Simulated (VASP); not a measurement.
**Ta: single point with r2SCAN**

Crystal: Ta.

```
Ta
1.0
    -1.64623    1.64623    1.64623
     1.64623   -1.64623    1.64623
     1.64623    1.64623   -1.64623
Ta
1
Direct
  0.00000 0.00000 0.00000
```

```json
{
  "Program": "VASP 6.6.1",
  "Task": "single point",
  "Functional": "r2SCAN",
  "Potentials or basis": "VASP PAW PBE potentials, release 64 (Ta_pv)",
  "Cutoff": "520 eV",
  "k mesh": "8 × 8 × 8",
  "Occupations": "gaussian, width 0.15 eV",
  "Spin": "no spin polarisation",
  "Dipole correction": "no",
  "Further INCAR settings": "ALGO = Normal; EDIFF = 1e-06; NBANDS = 12"
}
```

```yaml
Pressure: 0.7 GPa
```

Levels at points of the mesh, in eV from the Fermi level:
| k point | band 2 | band 3 | band 4 | band 5 | band 6 | band 7 | band 8 | band 9 |
| --- | --- | --- | --- | --- | --- | --- | --- | --- |
| (0.00, 0.00, 0.00) | -34.18 | -34.18 | -8.40 | 0.82 | 0.82 | 0.82 | 4.34 | 4.34 |
| (0.50, 0.00, 0.00) | -34.59 | -34.19 | -4.63 | -1.62 | 1.48 | 4.22 | 5.30 | 8.17 |
| (0.50, 0.50, 0.50) | -35.07 | -35.07 | -4.03 | -4.03 | 7.18 | 7.18 | 7.18 | 9.08 |

It took 54 s on 1 thread of AMD EPYC 7R43 64-Core Processor (Zen 3), on a shared host, peak memory 0.12 GiB.

Caveat: the PAW data sets were made with another functional, which shifts forces and pressure a little; spin-orbit coupling is left out, which moves the levels of the heavy elements.
